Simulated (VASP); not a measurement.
# C (P6_3/mmc) in VASP: further runs, part 2 of 2

VASP 6.6.1. The steps go on from the part before.

## Step 3: Single point, PBE

The COD entry that gives the cell may itself be a prediction, so a difference from it is no test against experiment.

This run uses another cell than the first one, of 5.42 Å³/atom, 1.026 times its volume.

Contents of INCAR:

```
  PREC = Accurate
  ENCUT = 520
  EDIFF = 1E-7
  ISMEAR = 0
  SIGMA = 0.05
  LREAL = F
  LASPH = T
  NELM = 60
  ALGO = Normal
  ISIF = 2
  LWAVE = F
  LCHARG = F
  GGA = PE
  NBANDS = 26
```

Contents of KPOINTS:

```
Automatic mesh
0
Gamma
  12 12 4
```

Contents of POSCAR:

```
C
1.0
    2.4760125462      0.0000000000      0.0000000000
   -1.2380062731      2.1442897651      0.0000000000
    0.0000000000      0.0000000000      8.1660035800
C
8
Direct
    0.0000000000      0.0000000000      0.0929732494
    0.0000000000      0.0000000000      0.5929732494
    0.0000000000      0.0000000000      0.4070267506
    0.0000000000      0.0000000000      0.9070267506
    0.3333333333      0.6666666667      0.1555299995
    0.6666666667      0.3333333333      0.6555299995
    0.3333333333      0.6666666667      0.3444700005
    0.6666666667      0.3333333333      0.8444700005
```

Potentials or basis: VASP PAW PBE potentials, release 64 (C).

Launch:

```
$ cat potpaw_PBE.64/C/POTCAR > POTCAR
$ mpirun -np 1 vasp_std > vasp.out
```

OUTCAR:

```text
PREC = Accurate
   ENCUT = 520
   EDIFF = 1E-7
   ISMEAR = 0
   LREAL = F
   LASPH = T
   NELM = 60
   ISIF = 2
   GGA = PE

 ion  position               nearest neighbor table
   1  0.000  0.000  0.093-   5 1.52   5 1.52   5 1.52   4 1.52
   2  0.000  0.000  0.593-   6 1.52   6 1.52   6 1.52   3 1.52
   3  0.000  0.000  0.407-   7 1.52   7 1.52   7 1.52   2 1.52
   4  0.000  0.000  0.907-   8 1.52   8 1.52   8 1.52   1 1.52
   5  0.333  0.667  0.156-   1 1.52   1 1.52   1 1.52   7 1.54
   6  0.667  0.333  0.656-   2 1.52   2 1.52   2 1.52   8 1.54
   7  0.333  0.667  0.344-   3 1.52   3 1.52   3 1.52   5 1.54
   8  0.667  0.333  0.844-   4 1.52   4 1.52   4 1.52   6 1.54

  LATTYP: Found a hexagonal cell.
 ALAT       =     2.4760125462
 C/A-ratio  =     3.2980461236

  Lattice vectors:

 A1 = (   2.4760125462,   0.0000000000,   0.0000000000)
 A2 = (  -1.2380062731,   2.1442897651,   0.0000000000)
 A3 = (   0.0000000000,   0.0000000000,   8.1660035800)

Analysis of symmetry for initial positions (statically):
=====================================================================
[... 186 lines left out ...]
 E-fermi :  10.7994     XC(G=0): -13.4788

 val. band max:       10.5401889582   @ k =   0.0000   0.0000   0.0000
 cond. band min:      15.1976826518   @ k =   0.4167  -0.0000   0.0000
 fundamental gap:      4.6574936936
 Fermi energy:        10.7993768474

 k-point     1 :       0.0000    0.0000    0.0000
  band No.  band energies     occupation
      1     -11.7134      2.00000
      2     -10.0163      2.00000
      3      -9.9111      2.00000
      4      -5.7789      2.00000
      5      -3.5025      2.00000
      6       3.4601      2.00000
[... 685 lines left out ...]
     25      21.3707      0.00000
     26      23.2295      0.00000

 [... further k-points ...]
[... 5 lines left out ...]
  --------------------------------------------------------------------------------------
  -------------------------------------------------------------------------------------
  Total        6.7274243      6.7274243      6.7546348      0.0000000     -0.0000000      0.0000000
  in kB      248.6070986    248.6070986    249.6126402      0.0000000     -0.0000000      0.0000000
  external PRESSURE =     248.9422791 kB  Pullay stress =       0.0000000 kB

 VOLUME and BASIS-vectors are now :
 -----------------------------------------------------------------------------
  energy-cutoff  :      520.00
  volume of cell :       43.36
      direct lattice vectors                 reciprocal lattice vectors
     2.476012546  0.000000000  0.000000000     0.403875175  0.233177441  0.000000000
    -1.238006273  2.144289765  0.000000000     0.000000000  0.466354882  0.000000000
     0.000000000  0.000000000  8.166003580     0.000000000  0.000000000  0.122458923

 POSITION                                       TOTAL-FORCE (eV/Angst)
 -----------------------------------------------------------------------------------
      0.00000      0.00000      0.75922        -0.000000      0.000000     -0.020579
      0.00000      0.00000      4.84222         0.000000     -0.000000     -0.020579
      0.00000      0.00000      3.32378        -0.000000      0.000000      0.020579
      0.00000      0.00000      7.40678         0.000000     -0.000000      0.020579
     -0.00000      1.42953      1.27006        -0.000000      0.000000      0.048280
      1.23801      0.71476      5.35306         0.000000     -0.000000      0.048280
     -0.00000      1.42953      2.81294        -0.000000      0.000000     -0.048280
      1.23801      0.71476      6.89595         0.000000     -0.000000     -0.048280
 -----------------------------------------------------------------------------------
    total drift:                                0.000000      0.000000      0.000000

  FREE ENERGIE OF THE ION-ELECTRON SYSTEM (eV)
  ---------------------------------------------------
  free  energy   TOTEN  =       -72.4940704072 eV

  energy  without entropy=      -72.4940704072  energy(sigma->0) =      -72.49407041
```

Run time: 46 s. Hardware: 1 thread of Intel Xeon Platinum 8259CL at 2.50GHz (Skylake/Cascade Lake), shared host; peak memory 0.17 GiB.

What came out:

```yaml
Free_energy: -72.4941 eV
Pressure: 24.9 GPa
Largest_force: 0.048 eV/Å
Band_gap_on_the_k_mesh: 4.66 eV, indirect (least direct gap 5.41 eV)
```

Forces on the atoms (eV/Å):
```
C    0.000  0.000 -0.021
C    0.000  0.000 -0.021
C    0.000  0.000  0.021
C    0.000  0.000  0.021
C    0.000  0.000  0.048
C    0.000  0.000  0.048
C    0.000  0.000 -0.048
C    0.000  0.000 -0.048
```

A k mesh can miss the band edges. As with any semilocal functional, this PBE gap is likely too small.

## Step 4: Single point, PBE

This run uses another cell than the first one, of 5.56 Å³/atom, 1.052 times its volume.

Contents of INCAR:

```
ALGO = Normal
EDIFF = 1E-6
ENCUT = 520
GGA = PE
ISIF = 2
ISMEAR = 0
LASPH = True
LCHARG = False
LREAL = False
LWAVE = False
NBANDS = 26
NELM = 100
PREC = Accurate
SIGMA = 0.05
```

Contents of KPOINTS:

```
k-points
0
Gamma
  12 12 4
```

Changes to POSCAR since step 3:

```diff
@@ -2,5 +2,5 @@
 1.0
-    2.4760125462      0.0000000000      0.0000000000
-   -1.2380062731      2.1442897651      0.0000000000
-    0.0000000000      0.0000000000      8.1660035800
+    2.4971642856      0.0000000000      0.0000000000
+   -1.2485821428      2.1626077088      0.0000000000
+    0.0000000000      0.0000000000      8.2357629922
 C
```

Launch:

```
$ cat potpaw_PBE.64/C/POTCAR > POTCAR
$ mpirun -np 1 vasp_std > vasp.out
```

Run time: 48 s. Hardware: 1 thread of Intel Xeon Platinum 8259CL at 2.50GHz (Skylake/Cascade Lake), shared host; peak memory 0.18 GiB.

Results (log left out):

* Free energy: -72.6243 eV
* Pressure: 12.1 GPa
* Largest force: 0.025 eV/Å
* Band gap on the k mesh: 4.59 eV, indirect (least direct gap 5.35 eV)

Forces in eV/Å, atoms in the order of the input:
```
C    0.000  0.000 -0.011
C    0.000  0.000 -0.011
C    0.000  0.000  0.011
C    0.000  0.000  0.011
C    0.000  0.000  0.025
C    0.000  0.000  0.025
C    0.000  0.000 -0.025
C    0.000  0.000 -0.025
```

Levels at points of the mesh, in eV from the valence-band top:
```tsv
k point	band 14	band 15	band 16	band 17	band 18	band 19
(0.00, 0.00, 0.00)	-0.23	0.00	0.00	5.35	5.35	5.53
(0.50, 0.00, 0.00)	-4.76	-3.75	-3.02	4.66	5.65	6.05
(0.00, 0.00, 0.50)	-0.66	-0.66	-0.66	6.13	6.13	6.13
(0.50, 0.00, 0.50)	-4.82	-3.73	-3.73	5.00	5.00	7.06
```

A k mesh can miss the band edges. Expect the measured gap to be larger: semilocal functionals such as PBE lack the derivative discontinuity.

## Step 5: Overview

```csv
cell,gap on the mesh (eV),pressure (GPa),largest force (eV/Å)
"a = 2.455, b = 2.455, c = 8.097 Å, angles 90.0, 90.0, 120.0°, 8 atoms",4.72,38.8,0.07
"a = 2.476, b = 2.476, c = 8.166 Å, angles 90.0, 90.0, 120.0°, 8 atoms",4.66,24.9,0.05
"a = 2.497, b = 2.497, c = 8.236 Å, angles 90.0, 90.0, 120.0°, 8 atoms",4.59,12.1,0.03
```

Alike in all rows: task single point; level PBE; potentials or basis VASP PAW PBE potentials, release 64 (C); no spin polarisation; k mesh 12 × 12 × 4; cutoff (eV) 520; smearing gaussian 0.05 eV.

Absolute energies hang on the potentials; compare differences alone.
